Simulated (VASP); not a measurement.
A run of VASP 6.6.1 is set up as follows.

Contents of INCAR:

```
SYSTEM = S
ALGO = Normal ; EDIFF = 1E-6
ENCUT = 520 ; GGA = PE
ISIF = 2 ; ISMEAR = -1
LASPH = .True. ; LCHARG = .True.
LELF = .True. ; LREAL = .False.
LVHAR = .True. ; LWAVE = .False.
NBANDS = 13 ; NELM = 60
PREC = Accurate ; SIGMA = 0.08
```

Contents of KPOINTS:

```
k-points
0
Gamma
  15 15 15
  0 0 0
```

The input POSCAR:

```
S
1.0
    0.0000000000      2.0830225654      2.0830225654
    2.0830225654      0.0000000000      2.0830225654
    2.0830225654      2.0830225654      0.0000000000
S
2
Direct
   -0.1250000000     -0.1250000000     -0.1250000000
    0.1250000000      0.1250000000      0.1250000000
```

Potentials or basis: VASP PAW PBE potentials, release 64 (S).

Run with:

```sh
$ cat potpaw_PBE.64/S/POTCAR > POTCAR
$ mpirun -np 1 vasp_std > vasp.out
```

Problem. What does it give for the band gap on the k mesh?

Solution. Zero (band 6 reaches 20.14 eV, above the bottom of band 7 at 14.92 eV).

Problem. Estimate the pressure.

Solution. 195.4 GPa.
